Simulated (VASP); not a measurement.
# C (Fmmm) in VASP: notebook, part 2 of 3

VASP 6.6.1. Earlier steps stand in the parts before.

### 4 Single point, LDA (strain +0.0300 x Voigt [0, 0, 0, 1, 0, 0])

INCAR

```
  PREC = Accurate
  ENCUT = 910
  EDIFF = 1E-6
  ISMEAR = 0
  SIGMA = 0.05
  LREAL = F
  LASPH = T
  NELM = 120
  ALGO = Normal
  ISIF = 2
  LWAVE = F
  LCHARG = F
  NBANDS = 26
  GGA_COMPAT = F
```

KPOINTS

```
Automatic mesh
0
Gamma
  8 8 8
```

POSCAR

```
C
1.0
   -2.4103983070      2.4465542816      2.4465542816
    2.4103983070     -2.3742423324      2.3742423324
    2.4103983070      2.3742423324     -2.3742423324
C
8
Direct
    0.3254710870      0.0000000000      0.0000000000
    0.6745289130      0.6745289130      0.6745289130
    0.0000000000      0.3254710870      0.0000000000
    0.0000000000      0.0000000000      0.3254710870
    0.0000000000      0.6745289130      0.0000000000
    0.3254710870      0.3254710870      0.3254710870
    0.6745289130      0.0000000000      0.0000000000
    0.0000000000      0.0000000000      0.6745289130
```

Potentials or basis: VASP PAW LDA potentials, release 64 (C_h).

On the command line:

```bash
cat potpaw_LDA.64/C_h/POTCAR > POTCAR
mpirun -np 1 vasp_std > vasp.out
```

OUTCAR:

```text
PREC = Accurate
   ENCUT = 910
   EDIFF = 1E-6
   ISMEAR = 0
   LREAL = F
   LASPH = T
   NELM = 120
   ISIF = 2

 ion  position               nearest neighbor table
   1  0.325  0.000  0.000-   7 1.47
   2  0.675  0.675  0.675-   6 1.47
   3  0.000  0.325  0.000-   5 1.44
   4  0.000  0.000  0.325-   8 1.44
   5  0.000  0.675  0.000-   3 1.44
   6  0.325  0.325  0.325-   2 1.47
   7  0.675  0.000  0.000-   1 1.47
   8  0.000  0.000  0.675-   4 1.44

[... 908 lines left out ...]
  -------------------------------------------------------------------------------------
  Total        0.2133424      0.1978331      0.1978331      0.0000000     -3.0963267      0.0000000
  in kB        6.1032197      5.6595375      5.6595375      0.0000000    -88.5785669      0.0000000
  external PRESSURE =       5.8074315 kB  Pullay stress =       0.0000000 kB

 VOLUME and BASIS-vectors are now :
 -----------------------------------------------------------------------------
  energy-cutoff  :      910.00
  volume of cell :       56.01
      direct lattice vectors                 reciprocal lattice vectors
    -2.410398307  2.446554282  2.446554282     0.000000000  0.204369061  0.204369061
     2.410398307 -2.374242332  2.374242332     0.207434596 -0.003112219  0.207481280
     2.410398307  2.374242332 -2.374242332     0.207434596  0.207481280 -0.003112219

 POSITION                                       TOTAL-FORCE (eV/Angst)
 -----------------------------------------------------------------------------------
     -0.78451      0.79628      0.79628        -0.051244      0.066564      0.066564
      1.62588      1.65027      1.65027        -0.051244     -0.066564     -0.066564
      0.78451     -0.77275      0.77275        -0.030288      0.028005     -0.028005
      0.78451      0.77275     -0.77275        -0.030288     -0.028005      0.028005
      1.62588     -1.60150      1.60150         0.030288     -0.028005      0.028005
      0.78451      0.79628      0.79628         0.051244      0.066564      0.066564
     -1.62588      1.65027      1.65027         0.051244     -0.066564     -0.066564
      1.62588      1.60150     -1.60150         0.030288      0.028005     -0.028005
 -----------------------------------------------------------------------------------
    total drift:                               -0.000000     -0.000000      0.000000

  FREE ENERGIE OF THE ION-ELECTRON SYSTEM (eV)
  ---------------------------------------------------
  free  energy   TOTEN  =       -75.3085281438 eV

  energy  without entropy=      -75.3085281438  energy(sigma->0) =      -75.30852814
```

OSZICAR:

```text
N       E                     dE             d eps       ncg     rms          rms(c)
DAV:   1     0.143608345960E+03    0.14361E+03   -0.22922E+04  4940   0.183E+03
DAV:   2    -0.646947852636E+02   -0.20830E+03   -0.18830E+03  6516   0.297E+02
DAV:   3    -0.791764023480E+02   -0.14482E+02   -0.14260E+02  6704   0.746E+01
DAV:   4    -0.794486531472E+02   -0.27225E+00   -0.27147E+00  6664   0.101E+01
DAV:   5    -0.794563099025E+02   -0.76568E-02   -0.76506E-02  6746   0.166E+00    0.101E+01
DAV:   6    -0.762787121586E+02    0.31776E+01   -0.26833E+00  6352   0.844E+00    0.526E+00
DAV:   7    -0.753127830437E+02    0.96593E+00   -0.22982E+00  6412   0.787E+00    0.101E+00
DAV:   8    -0.753084209215E+02    0.43621E-02   -0.14113E-01  5980   0.238E+00    0.320E-01
DAV:   9    -0.753089683537E+02   -0.54743E-03   -0.14377E-02  6500   0.707E-01    0.149E-01
DAV:  10    -0.753085360998E+02    0.43225E-03   -0.24914E-03  6420   0.280E-01    0.242E-02
DAV:  11    -0.753085340522E+02    0.20475E-05   -0.77404E-05  6184   0.579E-02    0.135E-02
DAV:  12    -0.753085281771E+02    0.58752E-05   -0.27583E-05  6412   0.300E-02    0.430E-03
DAV:  13    -0.753085281438E+02    0.33304E-07   -0.23589E-06  5586   0.913E-03
   1 F= -.75308528E+02 E0= -.75308528E+02  d E =-.199761E-16
```

It took 4 min on 1 thread of Intel Xeon Platinum 8488C (Sapphire Rapids), shared host; peak memory 0.34 GiB.

Results:

```yaml
Free_energy: -75.3085 eV
Pressure: 0.6 GPa
Largest_force: 0.107 eV/Å
Band_gap_on_the_k_mesh: 2.79 eV (least direct gap 3.65 eV)
```

Forces on the atoms (eV/Å):
```
C   -0.051  0.067  0.067
C   -0.051 -0.067 -0.067
C   -0.030  0.028 -0.028
C   -0.030 -0.028  0.028
C    0.030 -0.028  0.028
C    0.051  0.067  0.067
C    0.051 -0.067 -0.067
C    0.030  0.028 -0.028
```

Caveat: the cell differs from its parent crystal (strain +0.0300 x Voigt [0, 0, 0, 1, 0, 0]); the cutoff is under 1.25 times the usual one of these potentials, so pressure, stress and relaxed cells hold a basis-set (Pulay) error. A k mesh can miss the band edges.

### 5 Single point, LDA (strain +0.0100 x Voigt [0, 0, 0, 1, 0, 0])

INCAR

```
SYSTEM = C
ALGO = Normal
EDIFF = 1E-6
ENCUT = 910
GGA = CA
GGA_COMPAT = .False.
ISIF = 2
ISMEAR = 0
LASPH = .True.
LCHARG = .False.
LREAL = .False.
LWAVE = .False.
NBANDS = 26
NELM = 120
PREC = Accurate
SIGMA = 0.05
```

KPOINTS

```
k-points
0
Gamma
  8 8 8
  0 0 0
```

Edit POSCAR of step 4 so:

```diff
@@ -2,5 +2,5 @@
 1.0
-   -2.4103983070      2.4465542816      2.4465542816
-    2.4103983070     -2.3742423324      2.3742423324
-    2.4103983070      2.3742423324     -2.3742423324
+   -2.4103983070      2.4224502985      2.4224502985
+    2.4103983070     -2.3983463155      2.3983463155
+    2.4103983070      2.3983463155     -2.3983463155
 C
```

Potentials or basis: VASP PAW LDA potentials, release 64 (C_h).

On the command line:

```bash
cat potpaw_LDA.64/C_h/POTCAR > POTCAR
mpirun -np 1 vasp_std > vasp.out
```

OUTCAR:

```text
SYSTEM = C
   EDIFF = 1E-6
   ENCUT = 910
   GGA = CA
   ISIF = 2
   ISMEAR = 0
   LASPH = .True.
   LREAL = .False.
   NELM = 120
   PREC = Accurate

 ion  position               nearest neighbor table
   1  0.325  0.000  0.000-   7 1.46
   2  0.675  0.675  0.675-   6 1.46
   3  0.000  0.325  0.000-   5 1.45
   4  0.000  0.000  0.325-   8 1.45
   5  0.000  0.675  0.000-   3 1.45
   6  0.325  0.325  0.325-   2 1.46
   7  0.675  0.000  0.000-   1 1.46
   8  0.000  0.000  0.675-   4 1.45

  LATTYP: Found a face centered orthorhombic cell.
 ALAT       =     4.8207966140
 B/A-ratio  =     1.4071424946
 C/A-ratio  =     1.4212846302

  Lattice vectors:

 A1 = (   0.0000000000,   4.8207966140,   0.0241039830)
 A2 = (   2.4103983070,   2.4224502985,   2.4224502985)
 A3 = (   2.4103983070,   2.3983463155,  -2.3983463155)

Analysis of symmetry for initial positions (statically):
=====================================================================
 Subroutine PRICEL returns:
 Original cell was already a primitive cell.

 Routine SETGRP: Setting up the symmetry group for a
 face centered orthorhombic supercell.

 Subroutine GETGRP returns: Found  8 space group operations
 (whereof  8 operations were pure point group operations)
 out of a pool of  8 trial point group operations.

The static configuration has the point symmetry D_2h.

Analysis of symmetry for dynamics (positions and initial velocities):
=====================================================================
 Subroutine PRICEL returns:
 Original cell was already a primitive cell.

 Routine SETGRP: Setting up the symmetry group for a
[... 137 lines left out ...]
     AMIX     =   0.40;   BMIX     =  1.00
     AMIX_MAG =   1.60;   BMIX_MAG =  1.00
  volume/ion in A,a.u.               =       7.00        47.25
  Fermi-wavevector in a.u.,A,eV,Ry     =   1.358375  2.566956 25.105228  1.845182
  Thomas-Fermi vector in A             =   2.485214
   LORBIT       =      0    0 simple, 1 ext, 2 COOP (PROOUT), +10 PAW based schemes
   GGA     = CA    functional components
   LHFCALC =     F    Hartree Fock is set to
   AEXX    =    0.0000 exact exchange contribution
   IVDW    =     0    specifies the selected vdW correction
   LEPSILON=     F    determine dielectric tensor
   LRPA    =     F    only Hartree local field effects (RPA)
 non-spin polarized calculation
 Gauss-broadening in eV      SIGMA  =   0.05
  energy-cutoff  :      910.00
  volume of cell :       56.02
 maximum number of plane-waves:      3506
 NGX is ok and might be reduce to    42
   NGX = 21   NGY = 21   NGZ = 21

 number of electron      32.0000001 magnetization

 Free energy of the ion-electron system (eV)
  ---------------------------------------------------
  ext. energy  EPLUGINS =         0.00000000
  ---------------------------------------------------
  free energy    TOTEN  =       -75.34989936 eV

  energy without entropy =      -75.34989936  energy(sigma->0) =      -75.34989936

 E-fermi :   8.0962     XC(G=0): -12.1348

 val. band max:        7.8541101906   @ k =   0.5000   0.5000   0.5000
 cond. band min:      10.8039727813   @ k =   0.1250  -0.3750   0.1250
 fundamental gap:      2.9498625907
 Fermi energy:         8.0961921012

 k-point     1 :       0.0000    0.0000    0.0000
  band No.  band energies     occupation
      1     -13.2157      2.00000
      2      -5.0490      2.00000
      3      -5.0000      2.00000
      4      -4.9503      2.00000
      5      -3.9944      2.00000
      6      -3.9499      2.00000
[... 685 lines left out ...]
     25      19.5977      0.00000
     26      19.9636      0.00000

 [... further k-points ...]

------------------------ aborting loop because EDIFF is reached ----------------------------------------

  FORCE on cell =-STRESS in cart. coord.  units (eV):
  Direction    XX          YY          ZZ          XY          YZ          ZX
  --------------------------------------------------------------------------------------
  -------------------------------------------------------------------------------------
  Total        0.1797857      0.1780919      0.1780919      0.0000000     -1.0327817      0.0000000
  in kB        5.1422145      5.0937676      5.0937676      0.0000000    -29.5395263      0.0000000
  external PRESSURE =       5.1099166 kB  Pullay stress =       0.0000000 kB

 VOLUME and BASIS-vectors are now :
 -----------------------------------------------------------------------------
  energy-cutoff  :      910.00
  volume of cell :       56.02
      direct lattice vectors                 reciprocal lattice vectors
    -2.410398307  2.422450298  2.422450298     0.000000000  0.206402583  0.206402583
     2.410398307 -2.398346315  2.398346315     0.207434596 -0.001037199  0.207439782
     2.410398307  2.398346315 -2.398346315     0.207434596  0.207439782 -0.001037199

 POSITION                                       TOTAL-FORCE (eV/Angst)
 -----------------------------------------------------------------------------------
     -0.78451      0.78844      0.78844        -0.033514      0.036698      0.036698
      1.62588      1.63401      1.63401        -0.033514     -0.036698     -0.036698
      0.78451     -0.78059      0.78059         0.006587     -0.005378      0.005378
      0.78451      0.78059     -0.78059         0.006587      0.005378     -0.005378
      1.62588     -1.61775      1.61775        -0.006587      0.005378     -0.005378
      0.78451      0.78844      0.78844         0.033514      0.036698      0.036698
     -1.62588      1.63401      1.63401         0.033514     -0.036698     -0.036698
      1.62588      1.61775     -1.61775        -0.006587     -0.005378      0.005378
 -----------------------------------------------------------------------------------
    total drift:                               -0.000000     -0.000000      0.000000

  FREE ENERGIE OF THE ION-ELECTRON SYSTEM (eV)
  ---------------------------------------------------
  free  energy   TOTEN  =       -75.3498993633 eV

  energy  without entropy=      -75.3498993633  energy(sigma->0) =      -75.34989936
```

OSZICAR:

```text
N       E                     dE             d eps       ncg     rms          rms(c)
DAV:   1     0.140221320653E+03    0.14022E+03   -0.22996E+04  4940   0.184E+03
DAV:   2    -0.650616029085E+02   -0.20528E+03   -0.18747E+03  6520   0.296E+02
DAV:   3    -0.792324563245E+02   -0.14171E+02   -0.13966E+02  6686   0.734E+01
DAV:   4    -0.794915305828E+02   -0.25907E+00   -0.25840E+00  6632   0.986E+00
DAV:   5    -0.794993199499E+02   -0.77894E-02   -0.77820E-02  6744   0.167E+00    0.101E+01
DAV:   6    -0.763214954081E+02    0.31778E+01   -0.26888E+00  6332   0.842E+00    0.526E+00
DAV:   7    -0.753541615353E+02    0.96733E+00   -0.22947E+00  6448   0.787E+00    0.101E+00
DAV:   8    -0.753498112066E+02    0.43503E-02   -0.14214E-01  5908   0.240E+00    0.311E-01
DAV:   9    -0.753505031330E+02   -0.69193E-03   -0.15664E-02  6528   0.732E-01    0.160E-01
DAV:  10    -0.753499068049E+02    0.59633E-03   -0.29892E-03  6428   0.304E-01    0.241E-02
DAV:  11    -0.753499084046E+02   -0.15996E-05   -0.85701E-05  6072   0.611E-02    0.155E-02
DAV:  12    -0.753498992431E+02    0.91614E-05   -0.30339E-05  6384   0.314E-02    0.233E-03
DAV:  13    -0.753498993633E+02   -0.12011E-06   -0.16706E-06  5266   0.765E-03
   1 F= -.75349899E+02 E0= -.75349899E+02  d E =-.363606E-14
```

stdout:

```text
POSCAR found type information on POSCAR C
 POSCAR found :  1 types and       8 ions
 scaLAPACK will be used
 LDA part: xc-table for (Slater(with rela. corr.)+CA(PZ))
 , standard interpolation
 POSCAR, INCAR and KPOINTS ok, starting setup
 FFT: planning ... GRIDC
 FFT: planning ... GRID_SOFT
 FFT: planning ... GRID
 WAVECAR not read
 entering main loop
```

It took 2.5 min on 1 thread of Intel Xeon Platinum 8559C (Emerald Rapids), shared host; peak memory 0.34 GiB.

Results:

- Free energy: -75.3499 eV
- Pressure: 0.5 GPa
- Largest force: 0.062 eV/Å
- Band gap on the k mesh: 2.95 eV (least direct gap 3.76 eV)

Forces on the atoms (eV/Å):
```
C   -0.034  0.037  0.037
C   -0.034 -0.037 -0.037
C    0.007 -0.005  0.005
C    0.007  0.005 -0.005
C   -0.007  0.005 -0.005
C    0.034  0.037  0.037
C    0.034 -0.037 -0.037
C   -0.007 -0.005  0.005
```

Stress tensor (GPa, compression positive):
```
 0.51  0.00  0.00
 0.00  0.51 -2.95
 0.00 -2.95  0.51
```

Caveat: the cell differs from its parent crystal (strain +0.0100 x Voigt [0, 0, 0, 1, 0, 0]); the cutoff is under 1.25 times the usual one of these potentials, so pressure, stress and relaxed cells hold a basis-set (Pulay) error. A k mesh can miss the band edges.

[end of part 2 of 3]
